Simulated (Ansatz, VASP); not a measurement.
**Two plane-wave programs on Cr**

```xyz
2
Lattice="0.0000 1.9680 4.2919 1.3748 0.0000 4.2919 1.3748 1.9680 0.0000" Properties=species:S:1:pos:R:3 pbc="T T T"
Cr    1.3748    1.9680    1.1310
Cr    1.3748    1.9680    7.4529
```

Alike in both runs: functional PBEsol; k mesh 8 × 8 × 8; occupations gaussian, width 0.1 eV; no spin polarisation.

Ansatz relaxed the structure, and its values are those at the end. VASP's run is a single point on that final structure, the one shown.

|  | VASP | Ansatz |
| --- | --- | --- |
| version | VASP 6.6.1 | Ansatz 0.2.0 |
| potentials or method | VASP PAW PBE potentials, release 64 (Cr_pv), cutoff 520 eV | scalar-relativistic, plane waves, PAW |
| valence electrons in the cell | 24 | 28 |

```csv
,VASP,Ansatz,Ansatz less VASP
gap on the k mesh at the Fermi level (eV),none,none,-
pressure (GPa),-0.4,0.0,+0.40
rms of the force components (eV/Å),0.000,0.010,+0.0098
```

VASP's potentials were made for PBE, not for PBEsol. A gap of «none» marks a metal or a gap that the smearing closes. VASP's potentials hold 24 valence electrons a cell and Ansatz's 28, so a difference there can come from the potentials and not from the codes.

The k mesh is coarse, so the values compare programs but aren't converged.
